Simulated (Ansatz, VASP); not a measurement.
Two plane-wave programs on AlN

File INCAR:

```
PREC     = Accurate       # precision mode
ENCUT    = 520            # plane-wave cutoff, eV
EDIFF    = 1E-7           # SCF threshold, eV
ISMEAR   = 0              # smearing method
SIGMA    = 0.05           # smearing width, eV
LREAL    = F              # projectors in reciprocal space
LASPH    = T              # aspherical terms in the spheres
NELM     = 80             # most SCF steps
ALGO     = Normal         # electronic algorithm
ISIF     = 2              # what is computed and relaxed
LWAVE    = F              # write WAVECAR
LCHARG   = F              # write CHGCAR
NBANDS   = 26             # bands
```

Contents of KPOINTS:

```
Automatic mesh
0
Gamma
  8 6 4
```

The input POSCAR:

```
AlN
1.0
   -1.6378403119      2.8368226349      0.0000000000
    0.0000000000      0.0000000000      4.1006264518
    4.9135209358      2.8368226349      0.0000000000
Al N
4 4
Direct
    0.4117936748      0.7500000000      0.0363186162
    1.0000000000      0.7500000000      0.6666666667
    0.0000000000      0.2500000000      0.3333333333
    0.5000000000      0.2500000000      0.8333333333
    0.5000000000      0.2500000000      0.1666666667
    1.0000000000      0.2500000000      0.6666666667
    0.0000000000      0.7500000000      0.3333333333
    0.5000000000      0.7500000000      0.8333333333
```

Input for Ansatz:

```yaml
crystal:
  lattice:
    - [-1.6378403119, 2.8368226349, 0.0]
    - [0.0, 0.0, 4.1006264518]
    - [4.9135209358, 2.8368226349, 0.0]
  atoms:
    - { symbol: Al, position: [0.4117936748, 0.75, 0.0363186162] }
    - { symbol: Al, position: [1.0, 0.75, 0.6666666667] }
    - { symbol: Al, position: [0.0, 0.25, 0.3333333333] }
    - { symbol: Al, position: [0.5, 0.25, 0.8333333333] }
    - { symbol: "N", position: [0.5, 0.25, 0.1666666667] }
    - { symbol: "N", position: [1.0, 0.25, 0.6666666667] }
    - { symbol: "N", position: [0.0, 0.75, 0.3333333333] }
    - { symbol: "N", position: [0.5, 0.75, 0.8333333333] }
basis:
  ecutwfc: 420
kpoints:
  mp_grid: { grid: [8, 6, 4] }
hamiltonian:
  xc: lda
  pseudopotentials: { kind: paw, azcp: { folder: soft_1 } }
scf:
  occupations: { method: gaussian, width: 0.05 }
output:
  forces: true
  stress: true
  eigenvalues: true
```

Alike in both runs: task single point; functional LDA; k mesh 8 × 6 × 4; occupations gaussian, width 0.05 eV; no spin polarisation.

|  | VASP | Ansatz |
| --- | --- | --- |
| version | VASP 6.6.1 | Ansatz 0.2.0 |
| potentials or method | VASP PAW LDA potentials, release 64 (Al, N), cutoff 520 eV | scalar-relativistic, plane waves, PAW |
| valence electrons in the cell | 32 | 32 |

|  | VASP | Ansatz | Ansatz less VASP |
| --- | --- | --- | --- |
| gap on the k mesh at the Fermi level (eV) | 0.47 | 0.44 | -0.026 |
| least direct gap on the mesh (eV) | 0.55 | 0.52 | -0.027 |
| rms of the force components (eV/Å) | 18.641 | 19.989 | +1.3475 |

Ansatz warns that its potentials were made for another functional, while VASP's fit it. LDA's correlation is that of Perdew and Zunger in VASP and of Perdew and Wang (1992) in Ansatz. Atom by atom the forces differ by 1.354 eV/Å (rms over components).
